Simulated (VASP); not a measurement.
NaF:

```
CELL_PARAMETERS angstrom
0.00000 2.34999 2.34999
2.34999 0.00000 2.34999
2.34999 2.34999 0.00000
ATOMIC_POSITIONS crystal
Na 0.00000 0.00000 0.00000
F 0.50000 0.50000 0.50000
```

| Quantity | Value |
| --- | --- |
| Program | VASP 6.6.1 |
| Task | relaxation of cell and atoms |
| Functional | PBEsol |
| Potentials or basis | VASP PAW PBE potentials, release 64 (Na_pv, F) |
| Cutoff | 600 eV |
| k mesh | 8 × 8 × 8 |
| Occupations | fermi-dirac, width 0.02 eV |
| Spin | no spin polarisation |

At the start: pressure -2.2 GPa; volume 12.98 Å³/atom.

Question: Where does the relaxation end?

Answer: Over 4 steps the energy falls by 4.3 meV/atom and the volume is 12.37 Å³/atom (-4.7 %); space group Fm-3m (No. 225, to 0.05 Å).

Step by step:
```csv
step,energy change (eV),largest force (eV/Å),pressure (GPa),volume (Å³)
1,0.0000,0.0000,-2.17,25.96
2,-0.0066,0.0000,-0.99,25.30
3,-0.0084,0.0000,-0.28,24.90
4,-0.0086,0.0000,0.02,24.74
```

Final structure:
```
CELL_PARAMETERS angstrom
0.00000 2.31266 2.31266
2.31266 0.00000 2.31266
2.31266 2.31266 0.00000
ATOMIC_POSITIONS crystal
Na 0.00000 0.00000 0.00000
F 0.50000 0.50000 0.50000
```

Caveat: the PAW data sets were made with another functional, which shifts forces and pressure a little.
